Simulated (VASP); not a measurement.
Input of a VASP 6.6.1 run:

The input INCAR:

```
SYSTEM = PbS
PREC     = Accurate       ! precision mode
ENCUT    = 520            ! plane-wave cutoff, eV
EDIFF    = 1E-6           ! SCF threshold, eV
ISMEAR   = -1             ! smearing method
SIGMA    = 0.05           ! smearing width, eV
LREAL    = .FALSE.        ! projectors in reciprocal space
LASPH    = .TRUE.         ! aspherical terms in the spheres
NELM     = 80             ! most SCF steps
ALGO     = Normal         ! electronic algorithm
ISIF     = 2              ! what is computed and relaxed
LWAVE    = .FALSE.        ! write WAVECAR
LCHARG   = .FALSE.        ! write CHGCAR
NBANDS   = 17             ! bands
```

Contents of KPOINTS:

```
regular mesh
0
G
  8 8 8
  0 0 0
```

The input POSCAR:

```
PbS
1.0
    0.0000000000      2.9458450378      2.9458450378
    2.9458450378      0.0000000000      2.9458450378
    2.9458450378      2.9458450378      0.0000000000
Pb S
1 1
Direct
    0.0000000000      0.0000000000      0.0000000000
    0.5000000000      0.5000000000      0.5000000000
```

Potentials or basis: VASP PAW LDA potentials, release 64 (Pb_d, S).

Command:

```console
$ cat potpaw_LDA.64/Pb_d/POTCAR potpaw_LDA.64/S/POTCAR > POTCAR
$ mpirun -np 1 vasp_std > vasp.out
```

(1) Predict the pressure.

(2) What does it give for the band gap on the k mesh?

Answers

(1) -1.4 GPa.

(2) 0.13 eV, direct.

Caveat: spin-orbit coupling is left out, which moves the levels of the heavy elements.
